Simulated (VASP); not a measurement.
A run of VASP 6.6.1 is set up as follows.

Contents of POSCAR:

```
CaO
1.0
    0.0000000000      2.3733307921      2.3733307921
    2.3733307921      0.0000000000      2.3733307921
    2.3733307921      2.3733307921      0.0000000000
Ca O
1 1
Direct
    0.0000000000      0.0000000000      0.0000000000
    0.5000000000      0.5000000000      0.5000000000
```

Contents of INCAR.step1:

```
ALGO = Normal
EDIFF = 1E-5
ENCUT = 910
GGA = PE
GGA_COMPAT = False
ISMEAR = 0
LASPH = True
LCHARG = False
LREAL = False
LWAVE = True
NBANDS = 15
NELM = 120
PREC = Accurate
SIGMA = 0.01
```

The input INCAR.step2:

```
ALGO = Normal
EDIFF = 1E-6
ENCUT = 910
GGA_COMPAT = False
ISIF = 2
ISMEAR = 0
ISTART = 1
LASPH = True
LCHARG = True
LELF = True
LMIXTAU = True
LREAL = False
LVHAR = True
LWAVE = False
METAGGA = R2SCAN
NBANDS = 15
NELM = 120
PREC = Accurate
SIGMA = 0.01
```

Contents of KPOINTS:

```
k-points
0
Gamma
  8 8 8
```

Potentials or basis: VASP PAW PBE potentials, release 64 (Ca_sv, O_h).

The run is started by

```console
$ cat potpaw_PBE.64/Ca_sv/POTCAR potpaw_PBE.64/O_h/POTCAR > POTCAR
$ cp INCAR.step1 INCAR
$ mpirun -np 1 vasp_std > vasp.out
$ cp INCAR.step2 INCAR
$ mpirun -np 1 vasp_std > vasp.out
```

Problem. Estimate the pressure.

Solution. 4.8 GPa.

Problem. What does it give for the band gap on the k mesh?

Solution. 4.18 eV, indirect (least direct gap 4.54 eV).

Caveat: the cutoff is under 1.25 times the usual one of these potentials, so pressure, stress and relaxed cells hold a basis-set (Pulay) error; the PAW data sets were made with another functional, which shifts forces and pressure a little. A k mesh can miss the band edges.
